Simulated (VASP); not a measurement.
Here is a VASP 6.6.1 calculation.

File INCAR:

```
ALGO = Normal
EDIFF = 1E-7
ENCUT = 520
GGA = PE
ISIF = 2
ISMEAR = 0
ISPIN = 2
LASPH = True
LCHARG = False
LMAXMIX = 4
LORBIT = 11
LREAL = Auto
LWAVE = False
MAGMOM = 0.52 0 0 0 0 0 0 0 0 0 0 0 0 0 0 0 0 0 0 0 0 0 0 0 0 0 0 0.2 0.2 0 0.2 0 0 0 0 0 0.2 0 0 0 0 0 0 0 0 0 0 0 0 0 0 0 0 0
NBANDS = 150
NELM = 150
PREC = Accurate
SIGMA = 0.05
```

The input KPOINTS:

```
k-points
0
Gamma
  1 1 1
```

The input POSCAR:

```
NbSi53
1.0
    0.0000000000      8.1406800000      8.1406800000
    8.1406800000      0.0000000000      8.1406800000
    8.1406800000      8.1406800000      0.0000000000
Nb Si
1 53
Direct
    0.2499394398      0.2505383421      0.2502255701
    0.2515829757      0.2512588855      0.5835156992
    0.2516778196      0.2513175286      0.9142419481
    0.2517357710      0.5829564065      0.2511327537
    0.2500352558      0.5833108573      0.5832456522
    0.2515184403      0.5836222356      0.9135476447
    0.2516822083      0.9138754183      0.2512102232
    0.2517593399      0.9143386879      0.5827188391
    0.2498874490      0.9167390586      0.9166425537
    0.5836237745      0.2510255213      0.2514042820
    0.5836640303      0.2498997397      0.5831986024
    0.5833117857      0.2513288143      0.9141446066
    0.5836383626      0.5831687035      0.2497771818
    0.5837630734      0.5832423760      0.5832990813
    0.5837557316      0.5834541399      0.9164312810
    0.5835948542      0.9139714592      0.2511950224
    0.5838196613      0.9163838494      0.5834457665
    0.5837273775      0.9165103525      0.9164230008
    0.9144648412      0.2510844507      0.2512851753
    0.9142566141      0.2513744207      0.5833846465
    0.9171032646      0.2495702154      0.9167738676
    0.9142592135      0.5834570162      0.2508900047
    0.9166936415      0.5834879917      0.5833679018
    0.9166329327      0.5835124284      0.9164603722
    0.9172432252      0.9164787153      0.2495180493
    0.9167587472      0.9165976329      0.5833458903
    0.9171295349      0.9168464068      0.9164399984
    0.1621662522      0.1614974185      0.1619093177
    0.1616823568      0.1617648738      0.5153601813
    0.1678407973      0.1673432545      0.8327760330
    0.1617021887      0.5156911810      0.1609969346
    0.1663816315      0.5001659124      0.5003072962
    0.1663464536      0.5003503184      0.8330249178
    0.1679523350      0.8322901766      0.1672630505
    0.1664851726      0.8330548187      0.5001188760
    0.1678326627      0.8328718786      0.8319304702
    0.5151002258      0.1615777340      0.1616856383
    0.5006389082      0.1659257202      0.5003820923
    0.5006835105      0.1661029217      0.8329782135
    0.5008215722      0.4999964648      0.1660268369
    0.5003034962      0.4999579926      0.4998864018
    0.5005632701      0.5003634357      0.8330714000
    0.5006856553      0.8329681079      0.1660364316
    0.5008486177      0.8329584273      0.5001475514
    0.5001158294      0.8333082820      0.8333128229
    0.8329827407      0.1671277546      0.1674312026
    0.8334536906      0.1661525538      0.5002668373
    0.8326673561      0.1674340019      0.8326670977
    0.8333809360      0.5001057109      0.1660751166
    0.8334657793      0.5003416812      0.5000948039
    0.8337308099      0.4996496819      0.8333099307
    0.8328265162      0.8326791143      0.1670788508
    0.8337839138      0.8333248100      0.4996337745
    0.8336746867      0.8333731689      0.8332192037
```

Potentials or basis: VASP PAW PBE potentials, release 64 (Nb_sv, Si).

The run is started by

```console
$ cat potpaw_PBE.64/Nb_sv/POTCAR potpaw_PBE.64/Si/POTCAR > POTCAR
$ mpirun -np 1 vasp_gam > vasp.out
```

Predict the site moments.

Nb -0.63; Si -0.01, -0.00, +0.01 (each value once) μB.

What does it give for the largest force?

0.032 eV/Å.

Forces on the atoms (eV/Å):
```
Nb  -0.009  0.000  0.001
Si  -0.013 -0.005 -0.023
Si   0.008  0.002 -0.021
Si   0.003 -0.007 -0.008
Si  -0.005  0.014  0.011
Si   0.021  0.013 -0.004
Si   0.006 -0.021  0.013
Si   0.005 -0.007  0.000
Si  -0.005  0.008  0.009
Si  -0.028 -0.010 -0.004
Si   0.002 -0.002 -0.003
Si   0.004  0.017  0.002
Si   0.012  0.003 -0.001
Si  -0.002 -0.013 -0.011
Si  -0.006  0.003 -0.005
Si   0.004 -0.013  0.019
Si  -0.006 -0.004 -0.001
Si   0.000 -0.001  0.000
Si  -0.016  0.005  0.012
Si  -0.011  0.003 -0.002
Si  -0.001  0.002 -0.002
Si   0.004  0.019  0.002
Si  -0.006  0.008 -0.001
Si  -0.009  0.006  0.001
Si   0.004 -0.003  0.004
Si  -0.010  0.002  0.000
Si   0.001  0.000 -0.004
Si  -0.019 -0.018 -0.015
Si   0.014  0.025 -0.012
Si   0.001 -0.008 -0.010
Si   0.015 -0.020  0.021
Si  -0.024 -0.018  0.005
Si   0.002  0.018 -0.009
Si  -0.001 -0.010 -0.008
Si   0.019 -0.002  0.022
Si   0.014  0.004 -0.010
Si  -0.014  0.024  0.015
Si   0.000 -0.020  0.002
Si   0.025  0.008 -0.004
Si   0.000 -0.010 -0.024
Si   0.005 -0.007 -0.007
Si   0.000  0.008 -0.021
Si   0.019 -0.001  0.008
Si   0.015 -0.020  0.007
Si   0.002  0.000 -0.001
Si   0.000 -0.001 -0.001
Si  -0.002  0.009  0.025
Si   0.000  0.002  0.005
Si  -0.006  0.021  0.012
Si  -0.025  0.003  0.016
Si   0.007 -0.010  0.003
Si  -0.005  0.006  0.005
Si   0.008  0.001 -0.004
Si   0.002 -0.003 -0.004
```

Caveat: the k points lie up to 0.67 Å⁻¹ apart.
